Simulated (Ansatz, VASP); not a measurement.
**One calculation of Ta2H, two programs**

Contents of INCAR:

```
  ALGO = Normal
  EDIFF = 1E-7
  ENCUT = 520
  GGA = PS
  ISIF = 2
  ISMEAR = 0
  LASPH = T
  LCHARG = F
  LREAL = F
  LWAVE = F
  NBANDS = 18
  NELM = 60
  PREC = Accurate
  SIGMA = 0.1
```

File KPOINTS:

```
k-points
0
Gamma
  12 12 12
```

The input POSCAR:

```
Ta2H
1.0
    3.3870381627      0.0000000000      0.0000000000
    0.0000000000      3.3870381627      0.0000000000
    0.0000000000      0.0000000000      3.3737257488
Ta H
2 1
Direct
    0.5000000000      0.0000000000      0.7520971488
    0.0000000000      0.5000000000      0.2479028512
    0.0000000000      0.0000000000      0.0000000000
```

Input for Ansatz:

```yaml
crystal:
  lattice:
    - [3.3870381627, 0.0, 0.0]
    - [0.0, 3.3870381627, 0.0]
    - [0.0, 0.0, 3.3737257488]
  atoms:
    - { symbol: Ta, position: [0.5, 0.0, 0.7520971488] }
    - { symbol: Ta, position: [0.0, 0.5, 0.2479028512] }
    - { symbol: H, position: [0.0, 0.0, 0.0] }
basis:
  ecutwfc: 420
kpoints:
  mp_grid: { grid: [12, 12, 12] }
hamiltonian:
  xc: pbesol
scf:
  occupations: { method: gaussian, width: 0.1 }
output:
  forces: true
  stress: true
  eigenvalues: true
```

Alike in both runs: task single point; functional PBEsol; k mesh 12 × 12 × 12; occupations gaussian, width 0.1 eV; no spin polarisation.

```csv
,VASP,Ansatz
version,VASP 6.6.1,Ansatz 0.2.0
potentials or method,"VASP PAW PBE potentials, release 64 (Ta_pv, H), cutoff 520 eV","scalar-relativistic, plane waves, PAW"
valence electrons in the cell,23,27
```

VASP gave:

| Item | Value |
| --- | --- |
| gap on the k mesh at the Fermi level (eV) | none |
| pressure (GPa) | -3.3 |
| rms of the force components (eV/Å) | 0.361 |

Q: What did Ansatz give for the same quantities?

A: gap on the k mesh at the Fermi level (eV): none; pressure (GPa): -3.5; rms of the force components (eV/Å): 0.355.

VASP's potentials were made for PBE, not for PBEsol. Atom by atom the forces differ by 0.006 eV/Å (rms over components). A gap of «none» marks a metal or a gap that the smearing closes. VASP's potentials hold 23 valence electrons a cell and Ansatz's 27, so a difference there can come from the potentials and not from the codes.

Spin-orbit coupling is off throughout.
